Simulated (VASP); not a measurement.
# MgO: single point with PBE

MgO:

```xyz
8
Lattice="3.2804 0.0000 0.0000 -1.6402 2.8409 0.0000 0.0000 0.0000 10.5147" Properties=species:S:1:pos:R:3 pbc="T T T"
Mg    0.0000    1.8939   10.1938
Mg    0.0000    0.0000    2.3217
Mg    0.0000    0.0000    7.5791
Mg    1.6402    0.9470    4.9364
O     0.0000    1.8939    8.2020
O     0.0000    0.0000    5.3492
O     0.0000    0.0000    0.3118
O     1.6402    0.9470    2.9447
```

This cell differs from its parent crystal: atom 6 (O) moved by +0.000 Å along [1 0 0] and -0.220 Å along [0 0 1].

```json
{
  "Program": "VASP 6.6.1",
  "Task": "single point",
  "Functional": "PBE",
  "Potentials or basis": "VASP PAW PBE potentials, release 64 (Mg, O)",
  "Cutoff": "520 eV",
  "k mesh": "9 × 9 × 2",
  "Occupations": "gaussian, width 0.05 eV",
  "Spin": "no spin polarisation",
  "Dipole correction": "no",
  "Further INCAR settings": "ALGO = Normal; EDIFF = 1e-06; NBANDS = 26"
}
```

```
Pressure               : 0.3 GPa
Largest force          : 2.245 eV/Å
Band gap on the k mesh : 2.80 eV, direct
```

Forces in eV/Å, atoms in the order of the input:
```
Mg   0.000  0.000  0.449
Mg   0.000  0.000  0.471
Mg   0.000  0.000 -0.500
Mg   0.000  0.000 -1.267
O    0.000  0.000 -0.451
O    0.000  0.000  2.245
O    0.000  0.000 -0.456
O    0.000  0.000 -0.491
```

Stress tensor (GPa, compression positive):
```
 1.37  0.00  0.00
 0.00  1.37  0.00
 0.00  0.00 -1.95
```

Levels at points of the mesh, in eV from the valence-band top:
| k point | band 14 | band 15 | band 16 | band 17 | band 18 | band 19 |
| --- | --- | --- | --- | --- | --- | --- |
| (0.00, 0.00, 0.00) | -0.28 | 0.00 | 0.00 | 2.80 | 5.17 | 5.62 |
| (0.00, 0.00, 0.50) | -0.65 | 0.00 | 0.00 | 3.35 | 4.13 | 6.82 |

It took 25 s on 1 thread of Intel(R) Xeon(R) 6975P-C (Granite Rapids), on a shared host, peak memory 0.22 GiB.

Caveat: the cell differs from its parent crystal (atom 6 (O) moved by +0.000 Å along [1 0 0] and -0.220 Å along [0 0 1]); forces of over 1 eV/Å act on the atoms, so gaps and moduli don't describe the material at rest.
